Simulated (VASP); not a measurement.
A run of VASP 6.6.1:

The input INCAR:

```
SYSTEM = YbTl3
PREC = Accurate
ENCUT = 520
EDIFF = 1E-6
ISMEAR = -1
SIGMA = 0.05
LREAL = .FALSE.
LASPH = .TRUE.
NELM = 150
ALGO = Normal
ISIF = 2
LWAVE = .FALSE.
LCHARG = .TRUE.
ISPIN = 2
MAGMOM = 0 0 0 0.25
LORBIT = 11
NUPDOWN = 0.25
LMAXMIX = 6
GGA = PS
LELF = .TRUE.
LVHAR = .TRUE.
NBANDS = 44
```

The input KPOINTS:

```
regular mesh
0
G
  6 6 6
  0 0 0
```

POSCAR

```
YbTl3
1.0
    4.6130000000      0.0000000000      0.0000000000
    0.0000000000      4.6130000000      0.0000000000
    0.0000000000      0.0000000000      4.6130000000
Tl Yb
3 1
Direct
    0.0000000000      0.5000000000      0.5000000000
    0.5000000000      0.0000000000      0.5000000000
    0.5000000000      0.5000000000      0.0000000000
    0.0000000000      0.0000000000      0.0000000000
```

Potentials or basis: VASP PAW PBE potentials, release 64 (Tl_d, Yb).

The run is started by

```bash
$ cat potpaw_PBE.64/Tl_d/POTCAR potpaw_PBE.64/Yb/POTCAR > POTCAR
$ mpirun -np 1 vasp_std > vasp.out
```

Hardware: 1 thread of Intel(R) Xeon(R) 6975P-C (Granite Rapids), with other jobs on the host.

Question: Estimate the wall time of this run.

Answer: Run time: 2.6 min on 1 thread of Intel(R) Xeon(R) 6975P-C (Granite Rapids), on a shared host, peak memory 0.33 GiB. Counts: scf iterations 29, k points 20.
